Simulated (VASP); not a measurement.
Write the native input for VASP 6.6.1 that does the following.

```
Task                   : single point
Functional             : r2SCAN
Potentials or basis    : VASP PAW PBE potentials, release 64 (Sr_sv, O)
Cutoff                 : 520 eV
k mesh                 : 8 × 8 × 8
Occupations            : gaussian, width 0.05 eV
Spin                   : no spin polarisation
Dipole correction      : no
Further INCAR settings : ALGO = Normal; EDIFF = 1e-07; NBANDS = 15
```

SrO:

```xyz
2
Lattice="0.0000 2.5970 2.5970 2.5970 0.0000 2.5970 2.5970 2.5970 0.0000" Properties=species:S:1:pos:R:3 pbc="T T T"
Sr    2.5970    2.5970    2.5970
O     0.0000    0.0000    0.0000
```

This cell differs from its parent crystal: volume scaled by 1.02.

One way to write it, as run:

POSCAR

```
SrO
1.0
    0.0000000000      2.5970057215      2.5970057215
    2.5970057215      0.0000000000      2.5970057215
    2.5970057215      2.5970057215      0.0000000000
Sr O
1 1
Direct
    0.5000000000      0.5000000000      0.5000000000
    0.0000000000      0.0000000000      0.0000000000
```

INCAR.step1

```
ALGO = Normal
EDIFF = 1E-4
ENCUT = 520
GGA = PE
ISMEAR = 0
LASPH = T
LCHARG = F
LREAL = F
LWAVE = T
NBANDS = 15
NELM = 60
PREC = Accurate
SIGMA = 0.05
```

INCAR.step2

```
ALGO = Normal
EDIFF = 1E-7
ENCUT = 520
ISIF = 2
ISMEAR = 0
ISTART = 1
LASPH = T
LCHARG = F
LMIXTAU = T
LREAL = F
LWAVE = F
METAGGA = R2SCAN
NBANDS = 15
NELM = 60
PREC = Accurate
SIGMA = 0.05
```

KPOINTS

```
k-points
0
Gamma
  8 8 8
```

Potentials or basis: VASP PAW PBE potentials, release 64 (Sr_sv, O).

Launch:

```bash
$ cat potpaw_PBE.64/Sr_sv/POTCAR potpaw_PBE.64/O/POTCAR > POTCAR
$ cp INCAR.step1 INCAR
$ mpirun -np 1 vasp_std > vasp.out
$ cp INCAR.step2 INCAR
$ mpirun -np 1 vasp_std > vasp.out
```

It gave:

```yaml
Pressure: -1.3 GPa
Band_gap_on_the_k_mesh: 3.76 eV, indirect (least direct gap 3.86 eV)
```

Caveat: the PAW data sets were made with another functional, which shifts forces and pressure a little.

Wall time 70 s on 1 thread of AMD EPYC 7R13 Processor (Zen 3), on a shared host, peak memory 0.14 GiB.
